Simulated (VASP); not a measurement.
ZnO: single point with LDA

The system is ZnO.

```
Zn O
1.0
     3.36835    0.00000    0.00000
    -1.68417    2.91708    0.00000
     0.00000    0.00000    4.42834
Zn O
2 2
Cartesian
  0.0000 1.9447 1.1071
  1.6842 0.9724 3.3213
  1.6842 0.9724 1.1071
  0.0000 1.9447 3.3213
```

```
Program             : VASP 6.6.1
Task                : single point
Functional          : LDA
Potentials or basis : VASP PAW LDA potentials, release 64 (Zn, O)
Cutoff              : 520 eV
k mesh              : 12 × 12 × 6
Occupations         : fermi-dirac, width 0.02 eV
Spin                : no spin polarisation
```

```yaml
Pressure: 1.4 GPa
Band_gap_on_the_k_mesh: 1.07 eV, indirect (least direct gap 1.11 eV)
```

Stress tensor (GPa, compression positive):
```
1.60 0.00 0.00
0.00 1.60 0.00
0.00 0.00 1.00
```

Levels at points of the mesh, in eV from the valence-band top:
| k point | band 14 | band 15 | band 16 | band 17 | band 18 | band 19 | band 20 | band 21 | band 22 | band 23 |
| --- | --- | --- | --- | --- | --- | --- | --- | --- | --- | --- |
| (0.00, 0.00, 0.00) | -1.03 | -0.81 | -0.81 | -0.03 | -0.03 | 1.07 | 4.96 | 9.99 | 11.45 | 11.45 |
| (0.50, 0.00, 0.00) | -3.31 | -2.80 | -2.63 | -1.57 | -1.41 | 6.07 | 6.40 | 8.05 | 9.47 | 11.84 |
| (0.00, 0.00, 0.50) | -2.26 | -0.36 | -0.36 | -0.36 | -0.36 | 4.43 | 4.43 | 11.51 | 11.51 | 11.60 |
| (0.50, 0.00, 0.50) | -3.63 | -1.98 | -1.98 | -0.36 | -0.36 | 6.12 | 6.12 | 8.99 | 8.99 | 11.08 |

Wall time 37 s on 1 thread of Intel(R) Xeon(R) 6975P-C (Granite Rapids), with other jobs on the host, peak memory 0.19 GiB.

A k mesh can miss the band edges. Expect the measured gap to be larger: semilocal functionals such as LDA lack the derivative discontinuity.
